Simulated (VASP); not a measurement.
# Ti (Fd-3m) in VASP: single point with PBEsol

Aim: the single point of Ti with PBEsol.

Everything below comes from runs of VASP 6.6.1. Logs are shortened: lines on timing, memory, paths and dates and some standing lists are left out, and cuts for length are marked.

**1. The cell of the first run**

It takes space group Fd-3m (No. 227, cubic). Conventional cell: a = 5.548 Å, b = 5.548 Å, c = 5.548 Å, α = 90.00°, β = 90.00°, γ = 90.00°. Ti (site symmetry -43m) has 4 Ti at 2.40 Å within 3.2 Å.

**2. Single point, PBEsol**

INCAR reads:

```
SYSTEM = Ti
PREC = Accurate ; ENCUT = 520
EDIFF = 1E-7 ; ISMEAR = -1
SIGMA = 0.13605693000000002 ; LREAL = .FALSE.
LASPH = .TRUE. ; NELM = 80
ALGO = Normal ; ISIF = 2
LWAVE = .FALSE. ; LCHARG = .FALSE.
GGA = PS ; NBANDS = 19
```

KPOINTS reads:

```
regular mesh
0
G
  8 8 8
  0 0 0
```

POSCAR reads:

```
Ti
1.0
    0.0000000000      2.7741238475      2.7741238475
    2.7741238475      0.0000000000      2.7741238475
    2.7741238475      2.7741238475      0.0000000000
Ti
2
Direct
    0.0000000000      0.0000000000      0.0000000000
    0.2500000000      0.2500000000      0.2500000000
```

Potentials or basis: VASP PAW PBE potentials, release 64 (Ti_sv).

Started as:

```console
cat potpaw_PBE.64/Ti_sv/POTCAR > POTCAR
mpirun -np 1 vasp_std > vasp.out
```

OUTCAR:

```text
SYSTEM = Ti
   PREC = Accurate
   ENCUT = 520
   EDIFF = 1E-7
   ISMEAR = -1
   LREAL = .FALSE.
   LASPH = .TRUE.
   NELM = 80
   ISIF = 2
   GGA = PS

 ion  position               nearest neighbor table
   1  0.000  0.000  0.000-   2 2.40   2 2.40   2 2.40   2 2.40
   2  0.250  0.250  0.250-   1 2.40   1 2.40   1 2.40   1 2.40

  LATTYP: Found a face centered cubic cell.
 ALAT       =     5.5482476950

  Lattice vectors:

 A1 = (   0.0000000000,   2.7741238475,   2.7741238475)
 A2 = (   2.7741238475,   0.0000000000,   2.7741238475)
 A3 = (   2.7741238475,   2.7741238475,   0.0000000000)

Analysis of symmetry for initial positions (statically):
=====================================================================
 Subroutine PRICEL returns:
 Original cell was already a primitive cell.

 Routine SETGRP: Setting up the symmetry group for a
 face centered cubic supercell.

 Subroutine GETGRP returns: Found 48 space group operations
 (whereof 24 operations were pure point group operations)
 out of a pool of 48 trial point group operations.

The static configuration has the point symmetry T_d .
 The point group associated with its full space group is O_h .

Analysis of symmetry for dynamics (positions and initial velocities):
=====================================================================
 Subroutine PRICEL returns:
 Original cell was already a primitive cell.

 Routine SETGRP: Setting up the symmetry group for a
 face centered cubic supercell.

 Subroutine GETGRP returns: Found 48 space group operations
 (whereof 24 operations were pure point group operations)
 out of a pool of 48 trial point group operations.

The dynamic configuration has the point symmetry T_d .
 The point group associated with its full space group is O_h .

 Subroutine INISYM returns: Found 48 space group operations
 (whereof 24 operations are pure point group operations),
 and found     1 'primitive' translations

----------------------------------------------------------------------------------------

                                     Primitive cell

  volume of cell :      42.6980

  direct lattice vectors                    reciprocal lattice vectors
     0.000000000  2.774123847  2.774123847    -0.180237087  0.180237087  0.180237087
     2.774123847  0.000000000  2.774123847     0.180237087 -0.180237087  0.180237087
     2.774123847  2.774123847  0.000000000     0.180237087  0.180237087 -0.180237087

  length of vectors
[... 75 lines left out ...]
   ICHARG =      2    charge: 1-file 2-atom 10-const
   ISPIN  =      1    spin polarized calculation?
   LNONCOLLINEAR =      F non collinear calculations
   LSORBIT =      F    spin-orbit coupling
   LASPH  =      T    aspherical Exc in radial PAW
   ENCUT  =  520.0 eV  38.22 Ry    6.18 a.u.   7.29  7.29  7.29*2*pi/ulx,y,z
   NELM   =     80;   NELMIN=  2; NELMDL= -5     # of ELM steps
   EDIFF  = 0.1E-06   stopping-criterion for ELM
   LREAL  =      F    real-space projection
   EDIFFG = 0.1E-05   stopping-criterion for IOM
   NSW    =      0    number of steps for IOM
   IBRION =     -1    ionic relax: 0-MD 1-quasi-New 2-CG
   NFREE  =      0    steps in history (QN), initial steepest desc. (CG)
   ISIF   =      2    stress and relaxation
   ISYM   =      2    0-nonsym 1-usesym 2-fastsym
   POTIM  = 0.5000    time-step for ionic-motion
   TEBEG  =    0.0;   TEEND  =   0.0 temperature during run
   PSTRESS=    0.0 pullay stress
   NELECT =      24.0000    total number of electrons
   NUPDOWN=      -1.0000    fix difference up-down
   EMIN   =  10.00;   EMAX   =-10.00  energy-range for DOS
   EFERMI =   0.00;   METHOD = LEGACY
   ISMEAR =    -1;   SIGMA  =   0.14  broadening in eV -4-tet -1-fermi 0-gaus
   EFERMI_NEDOS =   21; number of points for ismear=-14 and -15
   IALGO  =     38    algorithm
   IMIX   =      4    mixing-type and parameters
     AMIX     =   0.40;   BMIX     =  1.00
     AMIX_MAG =   1.60;   BMIX_MAG =  1.00
  volume/ion in A,a.u.               =      21.35       144.07
  Fermi-wavevector in a.u.,A,eV,Ry     =   1.351064  2.553142 24.835737  1.825375
  Thomas-Fermi vector in A             =   2.478517
   LORBIT       =      0    0 simple, 1 ext, 2 COOP (PROOUT), +10 PAW based schemes
   GGA     = PS    functional components
   LHFCALC =     F    Hartree Fock is set to
   AEXX    =    0.0000 exact exchange contribution
   IVDW    =     0    specifies the selected vdW correction
   LEPSILON=     F    determine dielectric tensor
   LRPA    =     F    only Hartree local field effects (RPA)
 non-spin polarized calculation
  energy-cutoff  :      520.00
  volume of cell :       42.70
 maximum number of plane-waves:      1174
 NGX is ok and might be reduce to    30
   NGX = 15   NGY = 15   NGZ = 15

 number of electron      24.0000002 magnetization

 Free energy of the ion-electron system (eV)
  ---------------------------------------------------
  ext. energy  EPLUGINS =         0.00000000
  ---------------------------------------------------
  free energy    TOTEN  =       -12.08967579 eV

  energy without entropy =      -11.75272704  energy(sigma->0) =      -11.92120142

 E-fermi :   5.8156     XC(G=0): -10.3882

 val. band max:        5.8118007968   @ k =   0.3750   0.3750   0.0000
 cond. band min:       5.8182356419   @ k =   0.2500   0.2500   0.0000
 fundamental gap:      0.0064348451
 Fermi energy:         5.8156087562

 k-point     1 :       0.0000    0.0000    0.0000
  band No.  band energies     occupation
      1     -50.6422      2.00000
      2     -50.0057      2.00000
      3     -27.2119      2.00000
      4     -27.2119      2.00000
      5     -27.2119      2.00000
      6     -26.3379      2.00000
[... 505 lines left out ...]
      6     -26.5207      2.00000
[... 11 lines left out ...]
     18       9.5043      0.00000
     19       9.8300      0.00000

 [... further k-points ...]
[... 5 lines left out ...]
  --------------------------------------------------------------------------------------
  -------------------------------------------------------------------------------------
  Total        0.0569451      0.0569451      0.0569451      0.0000000      0.0000000     -0.0000000
  in kB        2.1367780      2.1367780      2.1367780      0.0000000      0.0000000     -0.0000000
  external PRESSURE =       2.1367780 kB  Pullay stress =       0.0000000 kB

 VOLUME and BASIS-vectors are now :
 -----------------------------------------------------------------------------
  energy-cutoff  :      520.00
  volume of cell :       42.70
      direct lattice vectors                 reciprocal lattice vectors
     0.000000000  2.774123847  2.774123847    -0.180237087  0.180237087  0.180237087
     2.774123847  0.000000000  2.774123847     0.180237087 -0.180237087  0.180237087
     2.774123847  2.774123847  0.000000000     0.180237087  0.180237087 -0.180237087

 POSITION                                       TOTAL-FORCE (eV/Angst)
 -----------------------------------------------------------------------------------
      0.00000      0.00000      0.00000        -0.000000     -0.000000     -0.000000
      1.38706      1.38706      1.38706         0.000000      0.000000      0.000000
 -----------------------------------------------------------------------------------
    total drift:                                0.000000     -0.000000      0.000000

  FREE ENERGIE OF THE ION-ELECTRON SYSTEM (eV)
  ---------------------------------------------------
  free  energy   TOTEN  =       -12.0896757888 eV

  energy  without entropy=      -11.7527270413  energy(sigma->0) =      -11.92120142
```

OSZICAR:

```text
N       E                     dE             d eps       ncg     rms          rms(c)
DAV:   1     0.267238600348E+03    0.26724E+03   -0.12526E+04  1102   0.148E+03
DAV:   2     0.120499930175E+02   -0.25519E+03   -0.25082E+03  1137   0.430E+02
DAV:   3    -0.117709391980E+02   -0.23821E+02   -0.23004E+02  2130   0.119E+02
DAV:   4    -0.128287364374E+02   -0.10578E+01   -0.10502E+01  1270   0.241E+01
DAV:   5    -0.128831733732E+02   -0.54437E-01   -0.54393E-01  1633   0.430E+00    0.980E+00
DAV:   6    -0.120132607328E+02    0.86991E+00   -0.58300E+00  1406   0.190E+01    0.290E+00
DAV:   7    -0.120534458292E+02   -0.40185E-01   -0.19601E-01  1518   0.337E+00    0.220E+00
DAV:   8    -0.120895185546E+02   -0.36073E-01   -0.13710E-01  1254   0.292E+00    0.633E-01
DAV:   9    -0.120892923427E+02    0.22621E-03   -0.19182E-02  1224   0.119E+00    0.259E-01
DAV:  10    -0.120896472033E+02   -0.35486E-03   -0.21984E-03  1204   0.354E-01    0.499E-02
DAV:  11    -0.120896740132E+02   -0.26810E-04   -0.31166E-04  1680   0.118E-01    0.156E-02
DAV:  12    -0.120896762347E+02   -0.22215E-05   -0.89250E-06  1208   0.233E-02    0.357E-03
DAV:  13    -0.120896758251E+02    0.40965E-06   -0.60085E-07  1131   0.766E-03    0.634E-04
DAV:  14    -0.120896757888E+02    0.36303E-07   -0.77065E-08   682   0.234E-03
   1 F= -.12089676E+02 E0= -.11921201E+02  d E =-.336949E+00
```

Wall time 25 s (1 thread of AMD EPYC 7R13, shared host); peak memory 0.14 GiB.

Results:

```
Free energy            : -12.0897 eV
Pressure               : 0.2 GPa
Band gap on the k mesh : zero (band 12 reaches 5.91 eV, above the bottom of band 13 at 5.68 eV)
```

Caveat: the PAW data sets were made with another functional, which shifts forces and pressure a little.
